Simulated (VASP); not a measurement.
A run of VASP 6.6.1 is set up as follows.

File POSCAR:

```
Se
1.0
    4.3551696776      0.0000000000      0.0000000000
   -2.1775848388      3.7716875786      0.0000000000
    0.0000000000      0.0000000000      4.9494500000
Se
3
Direct
    0.2170000000      0.0000000000      0.1666666667
    0.0000000000      0.2170000000      0.8333333333
    0.7830000000      0.7830000000      0.5000000000
```

Contents of INCAR.step1:

```
SYSTEM = Se
  ALGO = Normal
  EDIFF = 1E-4
  ENCUT = 600
  GGA = PE
  ISMEAR = 0
  LASPH = .TRUE.
  LCHARG = .FALSE.
  LREAL = .FALSE.
  LWAVE = .TRUE.
  NELM = 100
  PREC = Accurate
  SIGMA = 0.1
```

File INCAR.step2:

```
SYSTEM = Se
  ALGO = Normal
  EDIFF = 1E-6
  EDIFFG = -0.05
  ENCUT = 600
  IBRION = 2
  ISIF = 3
  ISMEAR = 0
  ISTART = 1
  LASPH = .TRUE.
  LCHARG = .FALSE.
  LMIXTAU = .TRUE.
  LREAL = .FALSE.
  LWAVE = .FALSE.
  METAGGA = R2SCAN
  NELM = 100
  NSW = 100
  PREC = Accurate
  SIGMA = 0.1
```

KPOINTS

```
k-points
0
G
  6 6 4
  0 0 0
```

Potentials or basis: VASP PAW PBE potentials, release 64 (Se).

Command:

```console
$ cat potpaw_PBE.64/Se/POTCAR > POTCAR
$ cp INCAR.step1 INCAR
$ mpirun -np 1 vasp_std > vasp.out
$ cp INCAR.step2 INCAR
$ mpirun -np 1 vasp_std > vasp.out
```

Question: Estimate the band gap on the k mesh.

Answer: 1.15 eV, indirect (least direct gap 1.36 eV).

Question: Estimate the relaxed cell.

Answer: a = 4.409 Å, b = 4.409 Å, c = 5.041 Å, α = 90.00°, β = 90.00°, γ = 120.00°.

Question: Estimate the space group after relaxing (to 0.05 Å).

Answer: P3_221 (No. 154).

Question: What does it give for the relaxed volume?

Answer: 28.29 Å³/atom.

Final structure:
```cif
data_structure
_symmetry_space_group_name_H-M 'P 1'
_symmetry_Int_Tables_number 1
_cell_length_a 4.4089
_cell_length_b 4.4089
_cell_length_c 5.0411
_cell_angle_alpha 90.000
_cell_angle_beta 90.000
_cell_angle_gamma 120.000
_cell_volume 84.86
loop_
_atom_site_label
_atom_site_type_symbol
_atom_site_fract_x
_atom_site_fract_y
_atom_site_fract_z
_atom_site_occupancy
Se1 Se 0.22110 0.00000 0.16667 1
Se2 Se 0.00000 0.22110 0.83333 1
Se3 Se 0.77890 0.77890 0.50000 1
```

Caveat: the PAW data sets were made with another functional, which shifts forces and pressure a little; the relaxation stopped at a loose force limit of 0.05 eV/Å, so its end isn't a converged minimum. r2SCAN opens gaps a little over a GGA but as a rule still falls short of measured ones.
